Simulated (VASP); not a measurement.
# Bi (Pm-3m) in VASP: further runs

Runs on Bi. Level: PBE. Tasks: single point.

Program: VASP 6.6.1. These are calculated values, not measurements. Logs are shortened: lines on timing, memory, paths and dates and some standing lists are left out, and cuts for length are marked.

## Step 1: The cell of the first run

Symmetry: Pm-3m, No. 221, cubic system. The conventional cell has a = 3.233 Å, b = 3.233 Å, c = 3.233 Å, α = 90.00°, β = 90.00°, γ = 90.00°. Within 4.3 Å of Bi (site symmetry m-3m) lie 6 Bi at 3.23 Å.

This isn't the form of Bi at room conditions, which is rhombohedral.

## Step 2: Single point, PBE (33.80 Å³/atom)

File INCAR:

```
SYSTEM = Bi
PREC = Accurate
ENCUT = 520
EDIFF = 1E-7
ISMEAR = -1
SIGMA = 0.1
LREAL = .False.
LASPH = .True.
NELM = 60
ALGO = Normal
ISIF = 2
LWAVE = .False.
LCHARG = .True.
GGA = PE
LELF = .True.
LVHAR = .True.
NBANDS = 14
```

File KPOINTS:

```
Automatic mesh
0
Gamma
  16 16 16
  0 0 0
```

File POSCAR:

```
Bi
1.0
    3.2331091472      0.0000000000      0.0000000000
    0.0000000000      3.2331091472      0.0000000000
    0.0000000000      0.0000000000      3.2331091472
Bi
1
Direct
    0.0000000000      0.0000000000      0.0000000000
```

Potentials or basis: VASP PAW PBE potentials, release 64 (Bi_d).

On the command line:

```
$ cat potpaw_PBE.64/Bi_d/POTCAR > POTCAR
$ mpirun -np 1 vasp_std > vasp.out
```

OUTCAR:

```text
SYSTEM = Bi
   PREC = Accurate
   ENCUT = 520
   EDIFF = 1E-7
   ISMEAR = -1
   LREAL = .False.
   LASPH = .True.
   NELM = 60
   ISIF = 2
   GGA = PE

 ion  position               nearest neighbor table
   1  0.000  0.000  0.000-

  LATTYP: Found a simple cubic cell.
 ALAT       =     3.2331091472

  Lattice vectors:

 A1 = (   3.2331091472,   0.0000000000,   0.0000000000)
 A2 = (   0.0000000000,   3.2331091472,   0.0000000000)
 A3 = (   0.0000000000,   0.0000000000,   3.2331091472)

Analysis of symmetry for initial positions (statically):
=====================================================================
 Subroutine PRICEL returns:
 Original cell was already a primitive cell.

 Routine SETGRP: Setting up the symmetry group for a
 simple cubic supercell.

 Subroutine GETGRP returns: Found 48 space group operations
 (whereof 48 operations were pure point group operations)
 out of a pool of 48 trial point group operations.

The static configuration has the point symmetry O_h .

Analysis of symmetry for dynamics (positions and initial velocities):
=====================================================================
 Subroutine PRICEL returns:
 Original cell was already a primitive cell.

 Routine SETGRP: Setting up the symmetry group for a
 simple cubic supercell.

 Subroutine GETGRP returns: Found 48 space group operations
 (whereof 48 operations were pure point group operations)
 out of a pool of 48 trial point group operations.

The dynamic configuration has the point symmetry O_h .

 Subroutine INISYM returns: Found 48 space group operations
 (whereof 48 operations are pure point group operations),
 and found     1 'primitive' translations

----------------------------------------------------------------------------------------

                                     Primitive cell

  volume of cell :      33.7957

  direct lattice vectors                    reciprocal lattice vectors
     3.233109147  0.000000000  0.000000000     0.309299796  0.000000000  0.000000000
     0.000000000  3.233109147  0.000000000     0.000000000  0.309299796  0.000000000
     0.000000000  0.000000000  3.233109147     0.000000000  0.000000000  0.309299796

  length of vectors
     3.233109147  3.233109147  3.233109147     0.309299796  0.309299796  0.309299796

  position of ions in fractional coordinates (direct lattice)
     0.000000000  0.000000000  0.000000000

  ion indices of the primitive-cell ions
   primitive index   ion index
                 1           1

----------------------------------------------------------------------------------------

 KPOINTS: Automatic mesh

Automatic generation of k-mesh.
 Grid dimensions read from file:
 generate k-points for:   16   16   16

 Generating k-lattice:

  Cartesian coordinates                     Fractional coordinates (reciprocal lattice)
     0.019331237  0.000000000  0.000000000     0.062500000  0.000000000  0.000000000
     0.000000000  0.019331237  0.000000000     0.000000000  0.062500000  0.000000000
     0.000000000  0.000000000  0.019331237     0.000000000  0.000000000  0.062500000

  Length of vectors
     0.019331237  0.019331237  0.019331237

  Shift w.r.t. Gamma in fractional coordinates (k-lattice)
     0.000000000  0.000000000  0.000000000

 Subroutine IBZKPT returns following result:
 ===========================================

 Found    165 irreducible k-points:

 Following reciprocal coordinates:
            Coordinates               Weight
  0.000000  0.000000  0.000000      1.000000
  0.062500  0.000000  0.000000      6.000000
  0.125000  0.000000  0.000000      6.000000
  0.187500  0.000000  0.000000      6.000000
  0.250000  0.000000  0.000000      6.000000
  0.312500  0.000000  0.000000      6.000000
[... 16 lines left out ...]
  0.437500  0.125000  0.000000     24.000000
  0.500000  0.125000  0.000000     12.000000
 [... further k-points ...]
   k-points           NKPTS =    165   k-points in BZ     NKDIM =    165   number of bands    NBANDS=     14
   number of dos      NEDOS =    301   number of ions     NIONS =      1
   total plane-waves  NPLWV =  13824
   dimension x,y,z NGX =    24 NGY =   24 NGZ =   24
   dimension x,y,z NGXF=    48 NGYF=   48 NGZF=   48
   ions per type =               1
   NGX,Y,Z   is equivalent  to a cutoff of  12.34, 12.34, 12.34 a.u.
   NGXF,Y,Z  is equivalent  to a cutoff of  24.68, 24.68, 24.68 a.u.
 SYSTEM =  Bi
   PREC   = accura    normal or accurate (medium, high low for compatibility)
   ISTART =      0    job   : 0-new  1-cont  2-samecut
   ICHARG =      2    charge: 1-file 2-atom 10-const
   ISPIN  =      1    spin polarized calculation?
   LNONCOLLINEAR =      F non collinear calculations
   LSORBIT =      F    spin-orbit coupling
   LASPH  =      T    aspherical Exc in radial PAW
   ENCUT  =  520.0 eV  38.22 Ry    6.18 a.u.   6.01  6.01  6.01*2*pi/ulx,y,z
   NELM   =     60;   NELMIN=  2; NELMDL= -5     # of ELM steps
   EDIFF  = 0.1E-06   stopping-criterion for ELM
   LREAL  =      F    real-space projection
   EDIFFG = 0.1E-05   stopping-criterion for IOM
   NSW    =      0    number of steps for IOM
   IBRION =     -1    ionic relax: 0-MD 1-quasi-New 2-CG
   NFREE  =      0    steps in history (QN), initial steepest desc. (CG)
   ISIF   =      2    stress and relaxation
   ISYM   =      2    0-nonsym 1-usesym 2-fastsym
   POTIM  = 0.5000    time-step for ionic-motion
   TEBEG  =    0.0;   TEEND  =   0.0 temperature during run
   PSTRESS=    0.0 pullay stress
   NELECT =      15.0000    total number of electrons
   NUPDOWN=      -1.0000    fix difference up-down
   EMIN   =  10.00;   EMAX   =-10.00  energy-range for DOS
   EFERMI =   0.00;   METHOD = LEGACY
   ISMEAR =    -1;   SIGMA  =   0.10  broadening in eV -4-tet -1-fermi 0-gaus
   EFERMI_NEDOS =   21; number of points for ismear=-14 and -15
   IALGO  =     38    algorithm
   IMIX   =      4    mixing-type and parameters
     AMIX     =   0.40;   BMIX     =  1.00
     AMIX_MAG =   1.60;   BMIX_MAG =  1.00
  volume/ion in A,a.u.               =      33.80       228.06
  Fermi-wavevector in a.u.,A,eV,Ry     =   1.248777  2.359846 21.217523  1.559444
  Thomas-Fermi vector in A             =   2.382848
   LORBIT       =      0    0 simple, 1 ext, 2 COOP (PROOUT), +10 PAW based schemes
   GGA     = PE    functional components
   LHFCALC =     F    Hartree Fock is set to
   AEXX    =    0.0000 exact exchange contribution
   IVDW    =     0    specifies the selected vdW correction
   LEPSILON=     F    determine dielectric tensor
   LRPA    =     F    only Hartree local field effects (RPA)
 non-spin polarized calculation
  energy-cutoff  :      520.00
  volume of cell :       33.80
 maximum number of plane-waves:       929
   NGX = 13   NGY = 13   NGZ = 13

 number of electron      15.0000005 magnetization

 Free energy of the ion-electron system (eV)
  ---------------------------------------------------
  ext. energy  EPLUGINS =         0.00000000
  ---------------------------------------------------
  free energy    TOTEN  =        -3.84100981 eV

  energy without entropy =       -3.82120636  energy(sigma->0) =       -3.83110809

 E-fermi :   6.7738     XC(G=0):  -9.7601

 val. band max:        6.7663337774   @ k =   0.3750   0.3750   0.3125
 cond. band min:       6.7784056085   @ k =   0.1875   0.1250   0.1250
 fundamental gap:      0.0120718311
 Fermi energy:         6.7738430210

 k-point     1 :       0.0000    0.0000    0.0000
  band No.  band energies     occupation
      1     -16.2028      2.00000
      2     -16.2028      2.00000
      3     -15.8625      2.00000
      4     -15.8625      2.00000
      5     -15.8625      2.00000
      6      -6.4412      2.00000
      7       9.9733      0.00000
      8       9.9733      0.00000
      9       9.9733      0.00000
     10      13.1915      0.00000
     11      14.6543      0.00000
     12      14.6543      0.00000
     13      23.7636      0.00000
     14      23.7636      0.00000

 k-point     2 :       0.0625    0.0000    0.0000
  band No.  band energies     occupation
      1     -16.2023      2.00000
      2     -16.1920      2.00000
      3     -15.8658      2.00000
      4     -15.8658      2.00000
      5     -15.8622      2.00000
      6      -6.3916      2.00000
      7       9.2483      0.00000
      8      10.0293      0.00000
      9      10.0293      0.00000
     10      13.4859      0.00000
     11      14.6924      0.00000
     12      15.2192      0.00000
     13      23.3770      0.00000
     14      23.6629      0.00000

 k-point     3 :       0.1250    0.0000    0.0000
  band No.  band energies     occupation
      1     -16.2007      2.00000
      2     -16.1614      2.00000
      3     -15.8754      2.00000
      4     -15.8754      2.00000
      5     -15.8614      2.00000
      6      -6.2441      2.00000
      7       7.8487      0.00004
      8      10.1935      0.00000
      9      10.1935      0.00000
     10      13.7906      0.00000
     11      14.8071      0.00000
     12      16.7180      0.00000
     13      22.5050      0.00000
     14      23.2272      0.00000
[... 324 lines left out ...]
 k-point    23 :       0.4375    0.1250    0.0000
  band No.  band energies     occupation
      1     -16.1592      2.00000
      2     -15.9636      2.00000
      3     -15.9456      2.00000
      4     -15.9142      2.00000
      5     -15.8682      2.00000
      6      -4.4276      2.00000
      7       2.1804      2.00000
      8       9.7682      0.00000
      9      12.0289      0.00000
     10      14.8614      0.00000
     11      16.4803      0.00000
     12      17.8979      0.00000
     13      19.1816      0.00000
     14      19.3325      0.00000

 k-point    24 :       0.5000    0.1250    0.0000
  band No.  band energies     occupation
      1     -16.1586      2.00000
      2     -15.9671      2.00000
      3     -15.9489      2.00000
      4     -15.9034      2.00000
      5     -15.8679      2.00000
      6      -4.3077      2.00000
      7       1.9284      2.00000
      8       9.8939      0.00000
      9      12.1322      0.00000
     10      14.6641      0.00000
     11      17.0931      0.00000
     12      17.1728      0.00000
     13      19.1432      0.00000
     14      19.3923      0.00000

 [... further k-points ...]

------------------------ aborting loop because EDIFF is reached ----------------------------------------

  FORCE on cell =-STRESS in cart. coord.  units (eV):
  Direction    XX          YY          ZZ          XY          YZ          ZX
  --------------------------------------------------------------------------------------
  -------------------------------------------------------------------------------------
  Total        0.4134934      0.4134934      0.4134934     -0.0000000     -0.0000000     -0.0000000
  in kB       19.6028003     19.6028003     19.6028003     -0.0000000     -0.0000000     -0.0000000
  external PRESSURE =      19.6028003 kB  Pullay stress =       0.0000000 kB

 VOLUME and BASIS-vectors are now :
 -----------------------------------------------------------------------------
  energy-cutoff  :      520.00
  volume of cell :       33.80
      direct lattice vectors                 reciprocal lattice vectors
     3.233109147  0.000000000  0.000000000     0.309299796  0.000000000  0.000000000
     0.000000000  3.233109147  0.000000000     0.000000000  0.309299796  0.000000000
     0.000000000  0.000000000  3.233109147     0.000000000  0.000000000  0.309299796

 POSITION                                       TOTAL-FORCE (eV/Angst)
 -----------------------------------------------------------------------------------
      0.00000      0.00000      0.00000         0.000000      0.000000      0.000000
 -----------------------------------------------------------------------------------
    total drift:                                0.000000     -0.000000      0.000000

  FREE ENERGIE OF THE ION-ELECTRON SYSTEM (eV)
  ---------------------------------------------------
  free  energy   TOTEN  =        -3.8410098121 eV

  energy  without entropy=       -3.8212063601  energy(sigma->0) =       -3.83110809
```

Wall time 62 s (1 thread of Intel Xeon 8259CL, shared host); peak memory 0.19 GiB.

What came out:

```yaml
Free_energy: -3.8410 eV
Pressure: 2.0 GPa
Band_gap_on_the_k_mesh: zero (an odd number of electrons rules out a gap without spin polarisation)
```

Caveat: spin-orbit coupling is left out, which moves the levels of the heavy elements.

## Step 3: Single point, PBE

This run uses another cell than the first one, of 35.20 Å³/atom.

File INCAR:

```
PREC     = Accurate       # precision mode
ENCUT    = 520            # plane-wave cutoff, eV
EDIFF    = 1E-7           # SCF threshold, eV
ISMEAR   = -1             # smearing method
SIGMA    = 0.1            # smearing width, eV
LREAL    = False          # projectors in reciprocal space
LASPH    = True           # aspherical terms in the spheres
NELM     = 100            # most SCF steps
ALGO     = Normal         # electronic algorithm
ISIF     = 2              # what is computed and relaxed
LWAVE    = False          # write WAVECAR
LCHARG   = False          # write CHGCAR
GGA      = PE             # functional
NBANDS   = 14             # bands
```

File KPOINTS:

```
Automatic mesh
0
Gamma
  16 16 16
```

File POSCAR:

```
Bi
1.0
    3.2774038178      0.0000000000      0.0000000000
    0.0000000000      3.2774038178      0.0000000000
    0.0000000000      0.0000000000      3.2774038178
Bi
1
Direct
    0.0000000000      0.0000000000      0.0000000000
```

Potentials or basis: VASP PAW PBE potentials, release 64 (Bi_d).

On the command line:

```
$ cat potpaw_PBE.64/Bi_d/POTCAR > POTCAR
$ mpirun -np 1 vasp_std > vasp.out
```

Run time: 55 s. Hardware: 1 thread of Intel Xeon 8259CL, shared host; peak memory 0.19 GiB.

It converged, with:

```
Free energy            : -3.8495 eV
Pressure               : -0.1 GPa
Band gap on the k mesh : zero (an odd number of electrons rules out a gap without spin polarisation)
```

Levels at points of the mesh, in eV from the Fermi level:
```tsv
k point	band 3	band 4	band 5	band 6	band 7	band 8	band 9	band 10	band 11	band 12
(0.00, 0.00, 0.00)	-22.61	-22.61	-22.61	-12.94	3.10	3.10	3.10	6.21	7.77	7.77
(0.50, 0.00, 0.00)	-22.69	-22.66	-22.60	-11.14	-4.80	4.90	4.90	9.66	9.75	10.22
(0.50, 0.50, 0.00)	-22.68	-22.68	-22.50	-9.36	-2.99	-2.99	2.81	6.76	11.91	11.91
(0.50, 0.50, 0.50)	-22.77	-22.49	-22.49	-7.56	-1.30	-1.30	-1.30	5.40	5.40	5.40
```

Caveat: spin-orbit coupling is left out, which moves the levels of the heavy elements.
